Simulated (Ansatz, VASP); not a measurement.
# One calculation of Mg, two programs

File INCAR:

```
SYSTEM = Mg
PREC = Accurate
ENCUT = 520
EDIFF = 1E-6
ISMEAR = 0
SIGMA = 0.15
LREAL = .FALSE.
LASPH = .TRUE.
NELM = 60
ALGO = Normal
ISIF = 2
LWAVE = .FALSE.
LCHARG = .FALSE.
GGA = PE
NBANDS = 7
```

KPOINTS

```
regular mesh
0
G
  20 20 20
  0 0 0
```

POSCAR

```
Mg
1.0
   -1.7826747553      1.7826747553      1.7593217160
    1.7826747553     -1.7826747553      1.7593217160
    1.7826747553      1.7826747553     -1.7593217160
Mg
1
Direct
    0.0000000000      0.0000000000      0.0000000000
```

Input for Ansatz:

```yaml
crystal:
  lattice:
    - [-1.7826747553, 1.7826747553, 1.759321716]
    - [1.7826747553, -1.7826747553, 1.759321716]
    - [1.7826747553, 1.7826747553, -1.759321716]
  atoms:
    - { symbol: Mg, position: [0.0, 0.0, 0.0] }
basis:
  ecutwfc: 520.0
kpoints:
  mp_grid: { grid: [20, 20, 20] }
hamiltonian:
  xc: pbe
  pseudopotentials: { kind: paw }
scf:
  occupations: { method: gaussian, width: 0.15 }
output:
  forces: true
  stress: true
  eigenvalues: true
```

Alike in both runs: task single point; functional PBE; k mesh 20 × 20 × 20; occupations gaussian, width 0.15 eV; no spin polarisation.

```csv
,VASP,Ansatz
version,VASP 6.6.1,Ansatz 0.2.0
potentials or method,"VASP PAW PBE potentials, release 64 (Mg), cutoff 520 eV","scalar-relativistic, plane waves, PAW"
valence electrons in the cell,2,10
```

```csv
,VASP,Ansatz,Ansatz less VASP
gap on the k mesh at the Fermi level (eV),none,none,-
pressure (GPa),0.8,0.9,+0.13
```

A gap of «none» marks a metal or a gap that the smearing closes. VASP's potentials hold 2 valence electrons a cell and Ansatz's 10, so a difference there can come from the potentials and not from the codes.
